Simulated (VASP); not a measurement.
Set up this calculation in VASP 6.6.1, as the native input.

```yaml
Task: relaxation of cell and atoms
Functional: BLYP
Dispersion: D4
Potentials_or_basis: VASP PAW PBE potentials, release 64 (As, Mn_pv)
Cutoff: 600 eV
k_mesh: 8 × 8 × 5
Occupations: fermi-dirac, width 0.05 eV
Spin: collinear spin, ferromagnetic start
Starting_moments: "[0.0, 0.0, 4.0, 4.0] μB"
Dipole_correction: no
Further_INCAR_settings: ALGO = Normal; EDIFF = 1e-07; IBRION = 2; EDIFFG = -0.01; NSW = 60; ISIF = 3
```

The structure of MnAs lies in POSCAR:

```
MnAs
1.0
    3.7100000000      0.0000000000      0.0000000000
   -1.8550000000      3.2129542480      0.0000000000
    0.0000000000      0.0000000000      5.6910000000
As Mn
2 2
Direct
    0.6666666667      0.3333333333      0.7500000000
    0.3333333333      0.6666666667      0.2500000000
    0.0000000000      0.0000000000      0.5000000000
    0.0000000000      0.0000000000      0.0000000000
```

One way to write it, as run:

INCAR

```
SYSTEM = MnAs
PREC = Accurate
ENCUT = 600
EDIFF = 1E-7
ISMEAR = -1
SIGMA = 0.05
LREAL = .False.
LASPH = .True.
NELM = 150
ALGO = Normal
ISIF = 3
LWAVE = .False.
LCHARG = .False.
ISPIN = 2
MAGMOM = 0 0 4 4
LORBIT = 11
LMAXMIX = 4
GGA = B5
ALDAX = 1.0
AGGAX = 1.0
AGGAC = 1.0
ALDAC = 0.0
IVDW = 13
VDW_S6 = 1.0
VDW_S8 = 2.34076671
VDW_A1 = 0.44488865
VDW_A2 = 4.0933009
IBRION = 2
NSW = 60
EDIFFG = -0.01
```

KPOINTS

```
regular mesh
0
Gamma
  8 8 5
  0 0 0
```

Potentials or basis: VASP PAW PBE potentials, release 64 (As, Mn_pv).

Run with:

```console
$ cat potpaw_PBE.64/As/POTCAR potpaw_PBE.64/Mn_pv/POTCAR > POTCAR
$ mpirun -np 1 vasp_std > vasp.out
```

Results of the run:

| Item | Value |
| --- | --- |
| Relaxed volume | 15.59 Å³/atom |
| Relaxed cell | a = 3.622 Å, b = 3.622 Å, c = 5.489 Å, α = 90.00°, β = 90.00°, γ = 120.00° |
| Space group after relaxing (to 0.05 Å) | P6_3/mmc (No. 194) |
| Energy gained by relaxing | 28.4 meV/atom |
| Ionic steps | 3 |
| Pressure after relaxing | 0.0 GPa |
| Net moment | 5.31 μB per cell |
| Site moments | As -0.10; Mn +2.71 μB |
| Valence electrons inside the program's atomic spheres | As 2.87; Mn 11.76 |
| Dispersion energy per atom | -0.831 eV |

Caveat: the PAW data sets were made with another functional, which shifts forces and pressure a little; only a ferromagnetic start was run, and an antiferromagnetic order may lie lower in energy; pairwise dispersion overbinds metals, which lowers pressure and volume.

Run time: 8.2 min on 1 thread of Oxide Virtual Turin-like Processor, with other jobs on the host, peak memory 0.26 GiB.
